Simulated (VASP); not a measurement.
# C (Fmmm) in VASP: further runs, part 2 of 2

VASP 6.6.1. Earlier steps stand in the parts before.

## 3. Single point, r2SCAN (strain +0.000 along x and y, +0.030 along z)

Contents of POSCAR:

```
C
1.0
    0.0000000000      2.1270000000      3.4484400000
    1.2280000000      0.0000000000      3.4484400000
    1.2280000000      2.1270000000      0.0000000000
C
2
Direct
    0.1666700000      0.8333300000      0.1666700000
    0.8333300000      0.1666700000      0.8333300000
```

Contents of INCAR.step1:

```
PREC = Accurate ; ENCUT = 520
ISMEAR = 0 ; SIGMA = 0.05
LREAL = F ; LASPH = T
NELM = 80 ; NBANDS = 11
GGA = PE ; ALGO = Normal
EDIFF = 1E-4 ; LWAVE = T
LCHARG = F
```

Contents of INCAR.step2:

```
PREC = Accurate ; ENCUT = 520
EDIFF = 1E-7 ; ISMEAR = 0
SIGMA = 0.05 ; LREAL = F
LASPH = T ; NELM = 80
ALGO = Normal ; ISIF = 2
LWAVE = F ; LCHARG = T
METAGGA = R2SCAN ; LMIXTAU = T
LELF = T ; LVHAR = T
NBANDS = 11 ; ISTART = 1
```

Contents of KPOINTS:

```
regular mesh
0
Gamma
  14 14 14
```

Potentials or basis: VASP PAW PBE potentials, release 64 (C).

Started as:

```
> cat potpaw_PBE.64/C/POTCAR > POTCAR
> cp INCAR.step1 INCAR
> mpirun -np 1 vasp_std > vasp.out
> cp INCAR.step2 INCAR
> mpirun -np 1 vasp_std > vasp.out
```

OUTCAR:

```text
PREC = Accurate
   ENCUT = 520
   EDIFF = 1E-7
   ISMEAR = 0
   LREAL = F
   LASPH = T
   NELM = 80
   ISIF = 2
   METAGGA = R2SCAN
   ISTART = 1

 ion  position               nearest neighbor table
   1  0.167  0.833  0.167-   2 1.42   2 1.42   2 1.42
   2  0.833  0.167  0.833-   1 1.42   1 1.42   1 1.42

  LATTYP: Found a face centered orthorhombic cell.
 ALAT       =     2.4560000000
 B/A-ratio  =     1.7320846906
 C/A-ratio  =     2.8081758958

  Lattice vectors:

 A1 = (   0.0000000000,   2.1270000000,   3.4484400000)
 A2 = (   1.2280000000,   0.0000000000,   3.4484400000)
 A3 = (   1.2280000000,   2.1270000000,   0.0000000000)

Analysis of symmetry for initial positions (statically):
=====================================================================
 Subroutine PRICEL returns:
 Original cell was already a primitive cell.

 Routine SETGRP: Setting up the symmetry group for a
 face centered orthorhombic supercell.

 Subroutine GETGRP returns: Found  8 space group operations
 (whereof  8 operations were pure point group operations)
 out of a pool of  8 trial point group operations.

The static configuration has the point symmetry D_2h.

Analysis of symmetry for dynamics (positions and initial velocities):
=====================================================================
 Subroutine PRICEL returns:
 Original cell was already a primitive cell.

 Routine SETGRP: Setting up the symmetry group for a
 face centered orthorhombic supercell.

 Subroutine GETGRP returns: Found  8 space group operations
 (whereof  8 operations were pure point group operations)
 out of a pool of  8 trial point group operations.

The dynamic configuration has the point symmetry D_2h.

 Subroutine INISYM returns: Found  8 space group operations
 (whereof  8 operations are pure point group operations),
 and found     1 'primitive' translations

----------------------------------------------------------------------------------------

                                     Primitive cell

  volume of cell :      18.0143

  direct lattice vectors                    reciprocal lattice vectors
     0.000000000  2.127000000  3.448440000    -0.407166124  0.235072873  0.144993098
     1.228000000  0.000000000  3.448440000     0.407166124 -0.235072873  0.144993098
     1.228000000  2.127000000  0.000000000     0.407166124  0.235072873 -0.144993098

  length of vectors
     4.051649964  3.660563131  2.456036034     0.492002547  0.492002547  0.492002547

  position of ions in fractional coordinates (direct lattice)
     0.166670000  0.833330000  0.166670000
     0.833330000  0.166670000  0.833330000

  ion indices of the primitive-cell ions
   primitive index   ion index
                 1           1
                 2           2

----------------------------------------------------------------------------------------

 KPOINTS: regular mesh

Automatic generation of k-mesh.
 Grid dimensions read from file:
 generate k-points for:   14   14   14

 Generating k-lattice:

  Cartesian coordinates                     Fractional coordinates (reciprocal lattice)
    -0.029083295  0.016790919  0.010356650     0.071428571  0.000000000  0.000000000
     0.029083295 -0.016790919  0.010356650    -0.000000000  0.071428571 -0.000000000
     0.029083295  0.016790919 -0.010356650     0.000000000  0.000000000  0.071428571

[... 38 lines left out ...]
   k-points           NKPTS =    428   k-points in BZ     NKDIM =    428   number of bands    NBANDS=     11
   number of dos      NEDOS =    301   number of ions     NIONS =      2
   total plane-waves  NPLWV =  15120
   dimension x,y,z NGX =    30 NGY =   28 NGZ =   18
   dimension x,y,z NGXF=    60 NGYF=   56 NGZF=   36
   ions per type =               2
   NGX,Y,Z   is equivalent  to a cutoff of  12.31, 12.72, 12.18 a.u.
   NGXF,Y,Z  is equivalent  to a cutoff of  24.62, 25.43, 24.37 a.u.
 SYSTEM =  unknown system
   PREC   = accura    normal or accurate (medium, high low for compatibility)
   ISTART =      1    job   : 0-new  1-cont  2-samecut
   ICHARG =      0    charge: 1-file 2-atom 10-const
   ISPIN  =      1    spin polarized calculation?
   LNONCOLLINEAR =      F non collinear calculations
   LSORBIT =      F    spin-orbit coupling
   LASPH  =      T    aspherical Exc in radial PAW
   ENCUT  =  520.0 eV  38.22 Ry    6.18 a.u.   7.53  6.81  4.57*2*pi/ulx,y,z
   NELM   =     80;   NELMIN=  2; NELMDL=  0     # of ELM steps
   EDIFF  = 0.1E-06   stopping-criterion for ELM
   LREAL  =      F    real-space projection
   EDIFFG = 0.1E-05   stopping-criterion for IOM
   NSW    =      0    number of steps for IOM
   IBRION =     -1    ionic relax: 0-MD 1-quasi-New 2-CG
   NFREE  =      0    steps in history (QN), initial steepest desc. (CG)
   ISIF   =      2    stress and relaxation
   ISYM   =      2    0-nonsym 1-usesym 2-fastsym
   POTIM  = 0.5000    time-step for ionic-motion
   TEBEG  =    0.0;   TEEND  =   0.0 temperature during run
   PSTRESS=    0.0 pullay stress
   NELECT =       8.0000    total number of electrons
   NUPDOWN=      -1.0000    fix difference up-down
   EMIN   =  10.00;   EMAX   =-10.00  energy-range for DOS
   EFERMI =   0.00;   METHOD = LEGACY
   ISMEAR =     0;   SIGMA  =   0.05  broadening in eV -4-tet -1-fermi 0-gaus
   EFERMI_NEDOS =   21; number of points for ismear=-14 and -15
   IALGO  =     38    algorithm
   IMIX   =      4    mixing-type and parameters
     AMIX     =   0.40;   BMIX     =  1.00
     AMIX_MAG =   1.60;   BMIX_MAG =  1.00
  volume/ion in A,a.u.               =       9.01        60.78
  Fermi-wavevector in a.u.,A,eV,Ry     =   1.249008  2.360283 21.225384  1.560022
  Thomas-Fermi vector in A             =   2.383069
   LORBIT       =      0    0 simple, 1 ext, 2 COOP (PROOUT), +10 PAW based schemes
   METAGGA = R2SCAN    functional components
   LHFCALC =     F    Hartree Fock is set to
   AEXX    =    0.0000 exact exchange contribution
   IVDW    =     0    specifies the selected vdW correction
   LEPSILON=     F    determine dielectric tensor
   LRPA    =     F    only Hartree local field effects (RPA)
 non-spin polarized calculation
 Gauss-broadening in eV      SIGMA  =   0.05
  energy-cutoff  :      520.00
  volume of cell :       18.01
 maximum number of plane-waves:       499
   NGX = 15   NGY = 13   NGZ =  9

 number of electron       8.0000001 magnetization

 Free energy of the ion-electron system (eV)
  ---------------------------------------------------
  ext. energy  EPLUGINS =         0.00000000
  ---------------------------------------------------
  free energy    TOTEN  =       -19.87351395 eV

  energy without entropy =      -19.87351395  energy(sigma->0) =      -19.87351395

 E-fermi :   4.6493     XC(G=0): -10.9463

 val. band max:        4.4444871644   @ k =   0.5000  -0.1429   0.3571
 cond. band min:       4.9571231583   @ k =  -0.0714   0.2857   0.2857
 fundamental gap:      0.5126359938
 Fermi energy:         4.6492588224

 k-point     1 :       0.0000    0.0000    0.0000
  band No.  band energies     occupation
      1     -16.5006      2.00000
      2      -2.7309      2.00000
      3       1.2455      2.00000
      4       1.2655      2.00000
      5       8.6448      0.00000
      6      13.1763      0.00000
      7      13.2350      0.00000
      8      16.9130      0.00000
      9      17.7770      0.00000
     10      28.4518      0.00000
     11      30.4574      0.00000
[... 309 lines left out ...]
 k-point    24 :       0.2857    0.1429    0.0000
  band No.  band energies     occupation
      1     -15.8977      2.00000
      2      -2.8865      2.00000
      3      -0.6385      2.00000
      4       0.3036      2.00000
      5      11.1640      0.00000
      6      13.3082      0.00000
      7      15.1461      0.00000
      8      15.2836      0.00000
      9      18.7631      0.00000
     10      26.8971      0.00000
     11      29.5691      0.00000

 [... further k-points ...]

------------------------ aborting loop because EDIFF is reached ----------------------------------------

  FORCE on cell =-STRESS in cart. coord.  units (eV):
  Direction    XX          YY          ZZ          XY          YZ          ZX
  --------------------------------------------------------------------------------------
  -------------------------------------------------------------------------------------
  Total        0.0926962      0.0935111      0.0874098      0.0000000      0.0000000      0.0000000
  in kB        8.2443074      8.3167798      7.7741335      0.0000000      0.0000000      0.0000000
  external PRESSURE =       8.1117402 kB  Pullay stress =       0.0000000 kB

 VOLUME and BASIS-vectors are now :
 -----------------------------------------------------------------------------
  energy-cutoff  :      520.00
  volume of cell :       18.01
      direct lattice vectors                 reciprocal lattice vectors
     0.000000000  2.127000000  3.448440000    -0.407166124  0.235072873  0.144993098
     1.228000000  0.000000000  3.448440000     0.407166124 -0.235072873  0.144993098
     1.228000000  2.127000000  0.000000000     0.407166124  0.235072873 -0.144993098

 POSITION                                       TOTAL-FORCE (eV/Angst)
 -----------------------------------------------------------------------------------
      1.22800      0.70901      3.44844         0.000000      0.022000      0.000000
      1.22800      3.54499      3.44844         0.000000     -0.022000      0.000000
 -----------------------------------------------------------------------------------
    total drift:                               -0.000000     -0.000000     -0.000000

  FREE ENERGIE OF THE ION-ELECTRON SYSTEM (eV)
  ---------------------------------------------------
  free  energy   TOTEN  =       -19.8735139476 eV

  energy  without entropy=      -19.8735139476  energy(sigma->0) =      -19.87351395
```

OSZICAR.step1:

```text
N       E                     dE             d eps       ncg     rms          rms(c)
DAV:   1     0.996595501411E+00    0.99660E+00   -0.40948E+03  9552   0.644E+02
DAV:   2    -0.192190104568E+02   -0.20216E+02   -0.19530E+02 12276   0.121E+02
DAV:   3    -0.196611842211E+02   -0.44217E+00   -0.44141E+00 11910   0.146E+01
DAV:   4    -0.196628332107E+02   -0.16490E-02   -0.16488E-02 10885   0.108E+00
DAV:   5    -0.196628406046E+02   -0.73939E-05   -0.73939E-05 12012   0.649E-02    0.641E+00
DAV:   6    -0.187232468314E+02    0.93959E+00   -0.79691E-01 10787   0.516E+00    0.374E+00
DAV:   7    -0.184232961696E+02    0.29995E+00   -0.91051E-01 11102   0.556E+00    0.106E+00
DAV:   8    -0.184273101218E+02   -0.40140E-02   -0.21245E-02 10493   0.919E-01    0.124E-01
DAV:   9    -0.184270748386E+02    0.23528E-03   -0.60491E-04 11468   0.154E-01    0.569E-02
DAV:  10    -0.184271594867E+02   -0.84648E-04   -0.16229E-04 10632   0.871E-02
   1 F= -.18427159E+02 E0= -.18427159E+02  d E =-.556081E-11
```

Run time: 11 min. Hardware: 1 thread of Intel Xeon 8259CL, shared host; peak memory 0.19 GiB.

What came out:

```yaml
Free_energy: -19.8735 eV
Pressure: 0.8 GPa
Largest_force: 0.022 eV/Å
```

Forces on the atoms (eV/Å):
```
C    0.000  0.022  0.000
C    0.000 -0.022  0.000
```

Caveat: the cell differs from its parent crystal (strain +0.000 along x and y, +0.030 along z); the PAW data sets were made with another functional, which shifts forces and pressure a little.

## 4. Single point, r2SCAN (strain +0.030 along x and y, -0.030 along z)

Contents of POSCAR:

```
C
1.0
    0.0000000000      2.1908100000      3.2475600000
    1.2648400000      0.0000000000      3.2475600000
    1.2648400000      2.1908100000      0.0000000000
C
2
Direct
    0.1666700000      0.8333300000      0.1666700000
    0.8333300000      0.1666700000      0.8333300000
```

Contents of INCAR.step1:

```
PREC = Accurate
ENCUT = 520
ISMEAR = 0
SIGMA = 0.05
LREAL = F
LASPH = T
NELM = 80
NBANDS = 11
GGA = PE
ALGO = Normal
EDIFF = 1E-4
LWAVE = T
LCHARG = F
```

Contents of INCAR.step2:

```
PREC = Accurate
ENCUT = 520
EDIFF = 1E-6
ISMEAR = 0
SIGMA = 0.05
LREAL = F
LASPH = T
NELM = 80
ALGO = Normal
ISIF = 2
LWAVE = F
LCHARG = F
METAGGA = R2SCAN
LMIXTAU = T
NBANDS = 11
ISTART = 1
```

Contents of KPOINTS:

```
Automatic mesh
0
Gamma
  14 14 14
```

Started as:

```
> cat potpaw_PBE.64/C/POTCAR > POTCAR
> cp INCAR.step1 INCAR
> mpirun -np 1 vasp_std > vasp.out
> cp INCAR.step2 INCAR
> mpirun -np 1 vasp_std > vasp.out
```

It took 8.3 min on 1 thread of Intel Xeon 8259CL, shared host; peak memory 0.2 GiB.

It converged, with:

| Item | Value |
| --- | --- |
| Free energy | -19.7463 eV |
| Pressure | -21.4 GPa |
| Largest force | 0.035 eV/Å |

Forces in eV/Å, atoms in the order of the input:
```
C    0.000  0.035  0.000
C    0.000 -0.035  0.000
```

Stress tensor (GPa, compression positive):
```
-34.01   0.00   0.00
  0.00 -34.16   0.00
  0.00   0.00   3.83
```

Caveat: the cell differs from its parent crystal (strain +0.030 along x and y, -0.030 along z); the cell stands under tension; the PAW data sets were made with another functional, which shifts forces and pressure a little.

## 5. Single point, r2SCAN (strain +0.030 along x and y, +0.000 along z)

Contents of POSCAR:

```
C
1.0
    0.0000000000      2.1908100000      3.3480000000
    1.2648400000      0.0000000000      3.3480000000
    1.2648400000      2.1908100000      0.0000000000
C
2
Direct
    0.1666700000      0.8333300000      0.1666700000
    0.8333300000      0.1666700000      0.8333300000
```

Contents of INCAR.step1:

```
SYSTEM = C
  PREC = Accurate
  ENCUT = 520
  ISMEAR = 0
  SIGMA = 0.05
  LREAL = .False.
  LASPH = .True.
  NELM = 80
  NBANDS = 11
  GGA = PE
  ALGO = Normal
  EDIFF = 1E-4
  LWAVE = .True.
  LCHARG = .False.
```

Contents of INCAR.step2:

```
SYSTEM = C
  PREC = Accurate
  ENCUT = 520
  EDIFF = 1E-6
  ISMEAR = 0
  SIGMA = 0.05
  LREAL = .False.
  LASPH = .True.
  NELM = 80
  ALGO = Normal
  ISIF = 2
  LWAVE = .False.
  LCHARG = .False.
  METAGGA = R2SCAN
  LMIXTAU = .True.
  NBANDS = 11
  ISTART = 1
```

Contents of KPOINTS:

```
Automatic mesh
0
Gamma
  14 14 14
  0 0 0
```

Started as:

```
> cat potpaw_PBE.64/C/POTCAR > POTCAR
> cp INCAR.step1 INCAR
> mpirun -np 1 vasp_std > vasp.out
> cp INCAR.step2 INCAR
> mpirun -np 1 vasp_std > vasp.out
```

Run time: 6.3 min. Hardware: 1 thread of Intel Xeon 8259CL, shared host; peak memory 0.2 GiB.

It converged, with:

- Free energy: -19.7569 eV
- Pressure: -21.2 GPa
- Largest force: 0.031 eV/Å

Forces on the atoms (eV/Å):
```
C    0.000  0.031  0.000
C    0.000 -0.031  0.000
```

Stress tensor (GPa, compression positive):
```
-32.88   0.00   0.00
  0.00 -32.92   0.00
  0.00   0.00   2.14
```

Caveat: the cell differs from its parent crystal (strain +0.030 along x and y, +0.000 along z); the cell stands under tension; the PAW data sets were made with another functional, which shifts forces and pressure a little.

## 6. Summary

| cell | pressure (GPa) | largest force (eV/Å) |
| --- | --- | --- |
| a = 4.009, b = 3.613, c = 2.456 Å, angles 80.2, 62.6, 37.1°, 2 atoms | 1.0 | 0.03 |
| a = 4.052, b = 3.661, c = 2.456 Å, angles 80.3, 63.0, 36.7°, 2 atoms | 0.8 | 0.02 |
| a = 3.917, b = 3.485, c = 2.530 Å, angles 79.5, 61.0, 39.4°, 2 atoms | -21.4 | 0.04 |
| a = 4.001, b = 3.579, c = 2.530 Å, angles 79.8, 61.7, 38.5°, 2 atoms | -21.2 | 0.03 |

Alike in all rows: task single point; level r2SCAN; potentials or basis VASP PAW PBE potentials, release 64 (C); no spin polarisation; k mesh 14 × 14 × 14; cutoff (eV) 520; smearing gaussian 0.05 eV.

Caveats: the PAW data sets were made with another functional, which shifts forces and pressure a little; the cell stands under tension (at least some runs).

Absolute energies hang on the potentials; compare differences alone.
